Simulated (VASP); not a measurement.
# MgO (pbe) (I4/mmm) in VASP: a series of runs, part 2 of 2

VASP 6.6.1.

### 3 Single point, PBE (strained cell)

Input file INCAR:

```
  ALGO = Normal
  EDIFF = 1E-6
  ENCUT = 600
  GGA = PE
  GGA_COMPAT = False
  ISIF = 2
  ISMEAR = 0
  LASPH = True
  LCHARG = False
  LREAL = False
  LWAVE = False
  NBANDS = 11
  NELM = 120
  PREC = Accurate
  SIGMA = 0.02
```

Input file KPOINTS:

```
k-points
0
Gamma
  8 8 8
```

Input file POSCAR:

```
MgO
1.0
    0.0000000000      2.1059355641      2.1435129466
    2.1059355641      0.0000000000      2.1435129466
    2.1059355641      2.1059355641      0.0000000000
Mg O
1 1
Direct
    0.0000000000      0.0000000000      0.0000000000
    0.5000000000      0.5000000000      0.5000000000
```

Potentials or basis: VASP PAW PBE potentials, release 64 (Mg, O).

On the command line:

```console
$ cat potpaw_PBE.64/Mg/POTCAR potpaw_PBE.64/O/POTCAR > POTCAR
$ mpirun -np 1 vasp_std > vasp.out
```

OUTCAR:

```text
EDIFF = 1E-6
   ENCUT = 600
   GGA = PE
   ISIF = 2
   ISMEAR = 0
   LASPH = True
   LREAL = False
   NELM = 120
   PREC = Accurate

 ion  position               nearest neighbor table
   1  0.000  0.000  0.000-   2 2.11   2 2.11   2 2.11   2 2.11   2 2.14   2 2.14
   2  0.500  0.500  0.500-   1 2.11   1 2.11   1 2.11   1 2.11   1 2.14   1 2.14

  LATTYP: Found a body centered tetragonal cell.
 ALAT       =     2.9782426362
 C/A-ratio  =     1.4394481635

  Lattice vectors:

 A1 = (  -2.1059355641,   0.0000000000,   2.1435129466)
 A2 = (   2.1059355641,   0.0000000000,   2.1435129466)
 A3 = (   0.0000000000,   2.1059355641,  -2.1435129466)

Analysis of symmetry for initial positions (statically):
=====================================================================
 Subroutine PRICEL returns:
 Original cell was already a primitive cell.

 Routine SETGRP: Setting up the symmetry group for a
 body centered tetragonal supercell.

 Subroutine GETGRP returns: Found 16 space group operations
 (whereof 16 operations were pure point group operations)
 out of a pool of 16 trial point group operations.

The static configuration has the point symmetry D_4h.

Analysis of symmetry for dynamics (positions and initial velocities):
=====================================================================
 Subroutine PRICEL returns:
 Original cell was already a primitive cell.

 Routine SETGRP: Setting up the symmetry group for a
 body centered tetragonal supercell.

 Subroutine GETGRP returns: Found 16 space group operations
 (whereof 16 operations were pure point group operations)
 out of a pool of 16 trial point group operations.

The dynamic configuration has the point symmetry D_4h.

 Subroutine INISYM returns: Found 16 space group operations
 (whereof 16 operations are pure point group operations),
 and found     1 'primitive' translations

----------------------------------------------------------------------------------------

                                     Primitive cell

  volume of cell :      19.0128

  direct lattice vectors                    reciprocal lattice vectors
     0.000000000  2.105935564  2.143512947    -0.237424168  0.237424168  0.233261945
     2.105935564  0.000000000  2.143512947     0.237424168 -0.237424168  0.233261945
     2.105935564  2.105935564  0.000000000     0.237424168  0.237424168 -0.233261945

  length of vectors
     3.004931339  3.004931339  2.978242636     0.408841787  0.408841787  0.408841787

  position of ions in fractional coordinates (direct lattice)
     0.000000000  0.000000000  0.000000000
     0.500000000  0.500000000  0.500000000

  ion indices of the primitive-cell ions
   primitive index   ion index
                 1           1
                 2           2

----------------------------------------------------------------------------------------

 KPOINTS: k-points

Automatic generation of k-mesh.
 Grid dimensions read from file:
 generate k-points for:    8    8    8

 Generating k-lattice:

  Cartesian coordinates                     Fractional coordinates (reciprocal lattice)
    -0.029678021  0.029678021  0.029157743     0.125000000  0.000000000  0.000000000
     0.029678021 -0.029678021  0.029157743     0.000000000  0.125000000  0.000000000
     0.029678021  0.029678021 -0.029157743     0.000000000  0.000000000  0.125000000

  Length of vectors
     0.051105223  0.051105223  0.051105223

  Shift w.r.t. Gamma in fractional coordinates (k-lattice)
     0.000000000  0.000000000  0.000000000

 Subroutine IBZKPT returns following result:
 ===========================================

 Found     59 irreducible k-points:

 Following reciprocal coordinates:
            Coordinates               Weight
  0.000000  0.000000  0.000000      1.000000
  0.125000  0.000000  0.000000      8.000000
  0.250000  0.000000  0.000000      8.000000
  0.375000  0.000000  0.000000      8.000000
  0.500000  0.000000  0.000000      4.000000
  0.125000  0.125000  0.000000      2.000000
[... 16 lines left out ...]
  0.250000  0.000000  0.125000     16.000000
  0.375000  0.000000  0.125000     16.000000
 [... further k-points ...]
   k-points           NKPTS =     59   k-points in BZ     NKDIM =     59   number of bands    NBANDS=     11
   number of dos      NEDOS =    301   number of ions     NIONS =      2
   total plane-waves  NPLWV =  13824
   dimension x,y,z NGX =    24 NGY =   24 NGZ =   24
   dimension x,y,z NGXF=    48 NGYF=   48 NGZF=   48
   ions per type =               1   1
   NGX,Y,Z   is equivalent  to a cutoff of  13.28, 13.28, 13.40 a.u.
   NGXF,Y,Z  is equivalent  to a cutoff of  26.56, 26.56, 26.79 a.u.
 SYSTEM =  unknown system
   PREC   = accura    normal or accurate (medium, high low for compatibility)
   ISTART =      0    job   : 0-new  1-cont  2-samecut
   ICHARG =      2    charge: 1-file 2-atom 10-const
   ISPIN  =      1    spin polarized calculation?
   LNONCOLLINEAR =      F non collinear calculations
   LSORBIT =      F    spin-orbit coupling
   LASPH  =      T    aspherical Exc in radial PAW
   ENCUT  =  600.0 eV  44.10 Ry    6.64 a.u.   6.00  6.00  5.95*2*pi/ulx,y,z
   NELM   =    120;   NELMIN=  2; NELMDL= -5     # of ELM steps
   EDIFF  = 0.1E-05   stopping-criterion for ELM
   LREAL  =      F    real-space projection
   EDIFFG = 0.1E-04   stopping-criterion for IOM
   NSW    =      0    number of steps for IOM
   IBRION =     -1    ionic relax: 0-MD 1-quasi-New 2-CG
   NFREE  =      0    steps in history (QN), initial steepest desc. (CG)
   ISIF   =      2    stress and relaxation
   ISYM   =      2    0-nonsym 1-usesym 2-fastsym
   POTIM  = 0.5000    time-step for ionic-motion
   TEBEG  =    0.0;   TEEND  =   0.0 temperature during run
   PSTRESS=    0.0 pullay stress
   NELECT =       8.0000    total number of electrons
   NUPDOWN=      -1.0000    fix difference up-down
   EMIN   =  10.00;   EMAX   =-10.00  energy-range for DOS
   EFERMI =   0.00;   METHOD = LEGACY
   ISMEAR =     0;   SIGMA  =   0.02  broadening in eV -4-tet -1-fermi 0-gaus
   EFERMI_NEDOS =   21; number of points for ismear=-14 and -15
   IALGO  =     38    algorithm
   IMIX   =      4    mixing-type and parameters
     AMIX     =   0.40;   BMIX     =  1.00
     AMIX_MAG =   1.60;   BMIX_MAG =  1.00
  volume/ion in A,a.u.               =       9.51        64.15
  Fermi-wavevector in a.u.,A,eV,Ry     =   1.226750  2.318221 20.475620  1.504916
  Thomas-Fermi vector in A             =   2.361739
   LORBIT       =      0    0 simple, 1 ext, 2 COOP (PROOUT), +10 PAW based schemes
   GGA     = PE    functional components
   LHFCALC =     F    Hartree Fock is set to
   AEXX    =    0.0000 exact exchange contribution
   IVDW    =     0    specifies the selected vdW correction
   LEPSILON=     F    determine dielectric tensor
   LRPA    =     F    only Hartree local field effects (RPA)
 non-spin polarized calculation
 Gauss-broadening in eV      SIGMA  =   0.02
  energy-cutoff  :      600.00
  volume of cell :       19.01
 maximum number of plane-waves:       644
   NGX = 13   NGY = 13   NGZ = 11

 number of electron       8.0000004 magnetization

 Free energy of the ion-electron system (eV)
  ---------------------------------------------------
  ext. energy  EPLUGINS =         0.00000000
  ---------------------------------------------------
  free energy    TOTEN  =       -11.91207188 eV

  energy without entropy =      -11.91207188  energy(sigma->0) =      -11.91207188

 E-fermi :   3.2391     XC(G=0): -10.9949

 val. band max:        3.0789092735   @ k =   0.0000   0.0000   0.0000
 cond. band min:       7.6109430946   @ k =   0.0000   0.0000   0.0000
 fundamental gap:      4.5320338211
 Fermi energy:         3.2391359478

 k-point     1 :       0.0000    0.0000    0.0000
  band No.  band energies     occupation
      1     -14.1199      2.00000
      2       3.0411      2.00000
      3       3.0411      2.00000
      4       3.0789      2.00000
      5       7.6109      0.00000
      6      18.6375      0.00000
      7      18.8220      0.00000
      8      18.8220      0.00000
      9      22.6307      0.00000
     10      24.1023      0.00000
     11      24.6689      0.00000
[... 309 lines left out ...]
 k-point    24 :       0.3750    0.0000    0.1250
  band No.  band energies     occupation
      1     -13.1430      2.00000
      2      -0.4938      2.00000
      3       2.2300      2.00000
      4       2.3656      2.00000
      5      11.1982      0.00000
      6      14.8300      0.00000
      7      18.3570      0.00000
      8      19.7001      0.00000
      9      22.2003      0.00000
     10      25.3086      0.00000
     11      26.2814      0.00000

 [... further k-points ...]
[... 5 lines left out ...]
  --------------------------------------------------------------------------------------
  -------------------------------------------------------------------------------------
  Total        0.2421065      0.2421065     -0.1471826      0.0000000      0.0000000      0.0000000
  in kB       20.4019034     20.4019034    -12.4028316      0.0000000      0.0000000      0.0000000
  external PRESSURE =       9.4669917 kB  Pullay stress =       0.0000000 kB

 VOLUME and BASIS-vectors are now :
 -----------------------------------------------------------------------------
  energy-cutoff  :      600.00
  volume of cell :       19.01
      direct lattice vectors                 reciprocal lattice vectors
     0.000000000  2.105935564  2.143512947    -0.237424168  0.237424168  0.233261945
     2.105935564  0.000000000  2.143512947     0.237424168 -0.237424168  0.233261945
     2.105935564  2.105935564  0.000000000     0.237424168  0.237424168 -0.233261945

 POSITION                                       TOTAL-FORCE (eV/Angst)
 -----------------------------------------------------------------------------------
      0.00000      0.00000      0.00000         0.000000      0.000000     -0.000000
      2.10594      2.10594      2.14351        -0.000000     -0.000000      0.000000
 -----------------------------------------------------------------------------------
    total drift:                               -0.000000     -0.000000      0.000000

  FREE ENERGIE OF THE ION-ELECTRON SYSTEM (eV)
  ---------------------------------------------------
  free  energy   TOTEN  =       -11.9120718809 eV

  energy  without entropy=      -11.9120718809  energy(sigma->0) =      -11.91207188
```

It took 7.6 s on 1 thread of Intel Xeon Platinum 8259CL at 2.50GHz (Skylake/Cascade Lake), shared host; peak memory 0.15 GiB.

What came out:

| Item | Value |
| --- | --- |
| Free energy | -11.9121 eV |
| Pressure | 0.9 GPa |
| Band gap on the k mesh | 4.53 eV, direct |

Caveat: the cell differs from its parent crystal (strained cell).

### 4 Single point, PBE (strained cell)

Input file INCAR:

```
SYSTEM = MgO
ALGO = Normal ; EDIFF = 1E-6
ENCUT = 600 ; GGA = PE
GGA_COMPAT = .False. ; ISIF = 2
ISMEAR = 0 ; LASPH = .True.
LCHARG = .False. ; LREAL = .False.
LWAVE = .False. ; NBANDS = 11
NELM = 120 ; PREC = Accurate
SIGMA = 0.02
```

Input file KPOINTS:

```
k-points
0
Gamma
  8 8 8
  0 0 0
```

Input file POSCAR:

```
MgO
1.0
    0.0000000000      2.1059355641      2.1420708143
    2.1059355641      0.0000000000      2.1420708143
    2.1059355641      2.1059355641      0.0000000000
Mg O
1 1
Direct
    0.0000000000      0.0000000000      0.0000000000
    0.5000000000      0.5000000000      0.5000000000
```

Potentials or basis: VASP PAW PBE potentials, release 64 (Mg, O).

On the command line:

```console
$ cat potpaw_PBE.64/Mg/POTCAR potpaw_PBE.64/O/POTCAR > POTCAR
$ mpirun -np 1 vasp_std > vasp.out
```

OUTCAR:

```text
SYSTEM = MgO
   EDIFF = 1E-6
   ENCUT = 600
   GGA = PE
   ISIF = 2
   ISMEAR = 0
   LASPH = .True.
   LREAL = .False.
   NELM = 120
   PREC = Accurate

 ion  position               nearest neighbor table
   1  0.000  0.000  0.000-   2 2.11   2 2.11   2 2.11   2 2.11   2 2.14   2 2.14
   2  0.500  0.500  0.500-   1 2.11   1 2.11   1 2.11   1 2.11   1 2.14   1 2.14

  LATTYP: Found a body centered tetragonal cell.
 ALAT       =     2.9782426362
 C/A-ratio  =     1.4384797184

  Lattice vectors:

[... 523 lines left out ...]
------------------------ aborting loop because EDIFF is reached ----------------------------------------

  FORCE on cell =-STRESS in cart. coord.  units (eV):
  Direction    XX          YY          ZZ          XY          YZ          ZX
  --------------------------------------------------------------------------------------
  -------------------------------------------------------------------------------------
  Total        0.2494350      0.2494350     -0.1266926      0.0000000     -0.0000000     -0.0000000
  in kB       21.0336212     21.0336212    -10.6833587      0.0000000     -0.0000000     -0.0000000
  external PRESSURE =      10.4612946 kB  Pullay stress =       0.0000000 kB

 VOLUME and BASIS-vectors are now :
 -----------------------------------------------------------------------------
  energy-cutoff  :      600.00
  volume of cell :       19.00
      direct lattice vectors                 reciprocal lattice vectors
     0.000000000  2.105935564  2.142070814    -0.237424168  0.237424168  0.233418987
     2.105935564  0.000000000  2.142070814     0.237424168 -0.237424168  0.233418987
     2.105935564  2.105935564  0.000000000     0.237424168  0.237424168 -0.233418987

 POSITION                                       TOTAL-FORCE (eV/Angst)
 -----------------------------------------------------------------------------------
      0.00000      0.00000      0.00000         0.000000      0.000000      0.000000
      2.10594      2.10594      2.14207         0.000000      0.000000     -0.000000
 -----------------------------------------------------------------------------------
    total drift:                               -0.000000     -0.000000      0.000000

  FREE ENERGIE OF THE ION-ELECTRON SYSTEM (eV)
  ---------------------------------------------------
  free  energy   TOTEN  =       -11.9121293503 eV

  energy  without entropy=      -11.9121293503  energy(sigma->0) =      -11.91212935
```

stdout:

```text
POSCAR found type information on POSCAR MgO
 POSCAR found :  2 types and       2 ions
 scaLAPACK will be used
 LDA part: xc-table for (Slater+PW92), standard interpolation
 POSCAR, INCAR and KPOINTS ok, starting setup
 FFT: planning ... GRIDC
 FFT: planning ... GRID_SOFT
 FFT: planning ... GRID
 WAVECAR not read
 entering main loop
```

It took 7.7 s on 1 thread of Intel Xeon Platinum 8259CL at 2.50GHz (Skylake/Cascade Lake), shared host; peak memory 0.15 GiB.

What came out:

| Property | Result |
| --- | --- |
| Free energy | -11.9121 eV |
| Pressure | 1.0 GPa |
| Band gap on the k mesh | 4.54 eV, direct |

Caveat: the cell differs from its parent crystal (strained cell).

### 5 Single point, PBE

Input file INCAR:

```
SYSTEM = MgO
PREC = Accurate ; ENCUT = 600
EDIFF = 1E-6 ; ISMEAR = 0
SIGMA = 0.01 ; LREAL = .False.
LASPH = .True. ; NELM = 120
ALGO = Normal ; ISIF = 2
LWAVE = .False. ; LCHARG = .False.
GGA = PE ; NBANDS = 11
GGA_COMPAT = .False.
```

Input file KPOINTS:

```
regular mesh
0
Gamma
  8 8 8
  0 0 0
```

POSCAR is that of step 4.

On the command line:

```console
$ cat potpaw_PBE.64/Mg/POTCAR potpaw_PBE.64/O/POTCAR > POTCAR
$ mpirun -np 1 vasp_std > vasp.out
```

It took 7.6 s on 1 thread of Intel Xeon Platinum 8259CL at 2.50GHz (Skylake/Cascade Lake), shared host; peak memory 0.15 GiB.

Results (log left out):

```
Free energy            : -11.9121 eV
Pressure               : 1.0 GPa
Band gap on the k mesh : 4.54 eV, direct
```

Stress tensor (GPa, compression positive):
```
 2.10  0.00  0.00
 0.00  2.10  0.00
 0.00  0.00 -1.07
```

Levels at points of the mesh, in eV from the valence-band top:
```tsv
k point	band 2	band 3	band 4	band 5	band 6	band 7
(0.00, 0.00, 0.00)	-0.04	-0.04	0.00	4.54	15.57	15.75
(0.50, 0.00, 0.00)	-4.57	-0.68	-0.64	7.77	12.39	15.94
(0.50, 0.50, 0.00)	-4.08	-1.30	-1.30	9.20	9.78	12.75
(0.50, 0.00, 0.50)	-4.02	-1.43	-1.32	9.02	9.76	12.97
```

Expect the measured gap to be larger: semilocal functionals such as PBE lack the derivative discontinuity.

### 6 The runs side by side

| cell | smearing | gap on the mesh (eV) | pressure (GPa) |
| --- | --- | --- | --- |
| a = 3.002, b = 3.002, c = 2.978 Å, angles 60.3, 60.3, 59.5°, 2 atoms | gaussian 0.02 eV | 4.55 | 1.2 |
| a = 3.005, b = 3.005, c = 2.978 Å, angles 60.3, 60.3, 59.4°, 2 atoms | gaussian 0.02 eV | 4.53 | 0.9 |
| a = 3.004, b = 3.004, c = 2.978 Å, angles 60.3, 60.3, 59.4°, 2 atoms | gaussian 0.02 eV | 4.54 | 1.0 |
| a = 3.004, b = 3.004, c = 2.978 Å, angles 60.3, 60.3, 59.4°, 2 atoms | gaussian 0.01 eV | 4.54 | 1.0 |

Alike in all rows: task single point; level PBE; potentials or basis VASP PAW PBE potentials, release 64 (Mg, O); no spin polarisation; k mesh 8 × 8 × 8; cutoff (eV) 600.

Absolute energies hang on the potentials; compare differences alone.
